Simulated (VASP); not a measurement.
Write the native input for VASP 6.6.1 that does the following.

```
Task                               : single point
Functional                         : HSE06
Potentials or basis                : VASP PAW PBE potentials, release 64 (Ca_sv)
Cutoff                             : 520 eV
k mesh                             : 4 × 4 × 4
Occupations                        : gaussian, width 0.05 eV
Spin                               : no spin polarisation
Dipole correction                  : no
Grid for exact exchange (PRECFOCK) : Normal
Further INCAR settings             : ALGO = Normal; EDIFF = 1e-07; NBANDS = 11
Share of exact exchange            : 0.25
Screening parameter                : 0.2079 1/Å
```

Crystal: Ca.

```
Ca
1.0
     0.00000    2.79420    2.79420
     2.79420    0.00000    2.79420
     2.79420    2.79420    0.00000
Ca
1
Direct
  0.00000 0.00000 0.00000
```

The input as run:

POSCAR

```
Ca
1.0
    0.0000000000      2.7942000000      2.7942000000
    2.7942000000      0.0000000000      2.7942000000
    2.7942000000      2.7942000000      0.0000000000
Ca
1
Direct
    0.0000000000      0.0000000000      0.0000000000
```

INCAR.step1

```
PREC = Accurate
ENCUT = 520
EDIFF = 1E-5
ISMEAR = 0
SIGMA = 0.05
LREAL = False
LASPH = True
NELM = 100
ALGO = Normal
ISIF = 2
LWAVE = True
GGA = PE
NBANDS = 11
```

INCAR.step2

```
PREC = Accurate
ENCUT = 520
EDIFF = 1E-7
ISMEAR = 0
SIGMA = 0.05
LREAL = False
LASPH = True
NELM = 100
ALGO = Normal
ISIF = 2
LWAVE = False
LCHARG = True
GGA = PE
LHFCALC = True
HFSCREEN = 0.2079
PRECFOCK = Normal
LELF = True
LVHAR = True
ISTART = 1
NBANDS = 11
```

KPOINTS

```
Automatic mesh
0
Gamma
  4 4 4
```

Potentials or basis: VASP PAW PBE potentials, release 64 (Ca_sv).

Run with:

```bash
$ cat potpaw_PBE.64/Ca_sv/POTCAR > POTCAR
$ cp INCAR.step1 INCAR
$ mpirun -np 1 vasp_std > vasp.out
$ cp INCAR.step2 INCAR
$ mpirun -np 1 vasp_std > vasp.out
```

Results of the run:

```json
{"Pressure": "0.0 GPa", "Band gap on the k mesh": "zero (bands 5 and 6 overlap by 0.81 eV)"}
```

Caveat: the k points lie up to 0.49 Å⁻¹ apart, too coarse for converged energies and pressures of a metal; the PAW data sets were made with another functional, which shifts forces and pressure a little.

Run time: 4.3 min on 1 thread of Intel Xeon 8259CL, with other jobs on the host, peak memory 0.27 GiB.
